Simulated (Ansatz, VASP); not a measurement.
One calculation of Ru, two programs

```
Ru
1.0
     0.00000    2.09273    1.53669
     2.09273    0.00000    1.53669
     2.09273    2.09273    0.00000
Ru
1
Direct
  0.00000 0.00000 0.00000
```

Alike in both runs: task single point; functional PBE; k mesh 22 × 22 × 22; occupations gaussian, width 0.15 eV; no spin polarisation.

```csv
,VASP,Ansatz
version,VASP 6.6.1,Ansatz 0.2.0
potentials or method,"VASP PAW PBE potentials, release 64 (Ru_pv), cutoff 520 eV","scalar-relativistic, plane waves, PAW"
valence electrons in the cell,14,16
```

|  | VASP | Ansatz | Ansatz less VASP |
| --- | --- | --- | --- |
| gap on the k mesh at the Fermi level (eV) | none | none | - |
| pressure (GPa) | 17.6 | 17.7 | +0.04 |
| traceless stress, the component that is largest in VASP (GPa) | 12.20 | 12.22 | +0.021 |

A gap of «none» marks a metal or a gap that the smearing closes. With one functional, cell and mesh, what is left measures potentials, basis and numerics. VASP's potentials hold 14 valence electrons a cell and Ansatz's 16, so a difference there can come from the potentials and not from the codes.
